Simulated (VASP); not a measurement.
**TiO2: single point with BLYP+D4**

TiO2:

```
Ti O
1.0
     5.65029    0.00000    0.00000
    -2.82515    4.89330    0.00000
     0.00000    0.00000    6.16833
Ti O
3 6
Direct
  0.46818 0.00000 0.33333
  0.00000 0.46818 0.66667
  0.53182 0.53182 0.00000
  0.57807 0.84400 0.12675
  0.73407 0.15600 0.53992
  0.26593 0.42193 0.79341
  0.84400 0.57807 0.87325
  0.15600 0.73407 0.46008
  0.42193 0.26593 0.20659
```

- Program: VASP 6.6.1
- Task: single point
- Functional: BLYP
- Dispersion: D4
- Potentials or basis: VASP PAW PBE potentials, release 64 (Ti_sv, O)
- Cutoff: 520 eV
- k mesh: 6 × 6 × 5
- Occupations: fermi-dirac, width 0.05 eV
- Spin: no spin polarisation
- Dipole correction: no
- Further INCAR settings: ALGO = Normal; EDIFF = 1e-06; NBANDS = 46

The pressure is 0.9 GPa and the largest force is 0.069 eV/Å. The band gap on the k mesh is 3.48 eV, indirect (least direct gap 3.49 eV). The dispersion energy per atom is -0.278 eV.

Forces in eV/Å, atoms in the order of the input:
```
Ti  -0.014  0.000  0.000
Ti   0.007 -0.012  0.000
Ti   0.007  0.012  0.000
O    0.028  0.053 -0.034
O    0.028 -0.053  0.034
O    0.032 -0.051 -0.034
O    0.032  0.051  0.034
O   -0.060 -0.002 -0.034
O   -0.060  0.002  0.034
```

Levels at points of the mesh, in eV from the valence-band top:
| k point | band 34 | band 35 | band 36 | band 37 | band 38 | band 39 |
| --- | --- | --- | --- | --- | --- | --- |
| (0.00, 0.00, 0.00) | -0.27 | -0.27 | -0.26 | 3.48 | 4.05 | 4.05 |
| (0.50, 0.00, 0.00) | -0.78 | -0.16 | 0.00 | 3.71 | 3.73 | 4.02 |

Run time: 4.3 min on 1 thread of Intel(R) Xeon(R) Platinum 8259CL CPU @ 2.50GHz (Skylake/Cascade Lake) (shared host), peak memory 0.36 GiB.

Caveat: the PAW data sets were made with another functional, which shifts forces and pressure a little. As with any semilocal functional, this BLYP gap is likely too small.
